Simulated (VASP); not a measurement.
HfO2: single point with r2SCAN

Crystal: HfO2.

```
Hf O
1.0
     0.00000    2.42367    2.42367
     2.42367    0.00000    2.42367
     2.42367    2.42367    0.00000
Hf O
1 2
Direct
  0.00000 0.00000 0.00000
  0.25000 0.25000 0.25000
  0.75000 0.75000 0.75000
```

This cell differs from its parent crystal: volume scaled by 0.880.

```
Program             : VASP 6.6.1
Task                : single point
Functional          : r2SCAN
Potentials or basis : VASP PAW PBE potentials, release 64 (Hf_pv, O)
Cutoff              : 520 eV
k mesh              : 8 × 8 × 8
Occupations         : gaussian, width 0.05 eV
Spin                : no spin polarisation
```

```yaml
Pressure: 40.0 GPa
Band_gap_on_the_k_mesh: 4.69 eV, direct
```

Levels at points of the mesh, in eV from the valence-band top:
| k point | band 7 | band 8 | band 9 | band 10 | band 11 | band 12 | band 13 | band 14 | band 15 | band 16 |
| --- | --- | --- | --- | --- | --- | --- | --- | --- | --- | --- |
| (0.00, 0.00, 0.00) | -6.35 | -6.35 | -0.71 | -0.71 | -0.71 | 4.74 | 4.74 | 7.59 | 12.86 | 12.86 |
| (0.50, 0.00, 0.00) | -5.14 | -3.27 | -3.11 | -2.04 | -2.04 | 5.62 | 5.62 | 8.88 | 10.11 | 11.52 |
| (0.50, 0.50, 0.00) | -3.87 | -3.87 | -1.81 | -1.81 | 0.00 | 4.69 | 6.78 | 8.54 | 9.95 | 9.95 |

Run time: 110 s on 1 thread of AMD EPYC 9R45 (Zen 5), with other jobs on the host, peak memory 0.15 GiB.

Caveat: the PAW data sets were made with another functional, which shifts forces and pressure a little; spin-orbit coupling is left out, which moves the levels of the heavy elements. A k mesh can miss the band edges.
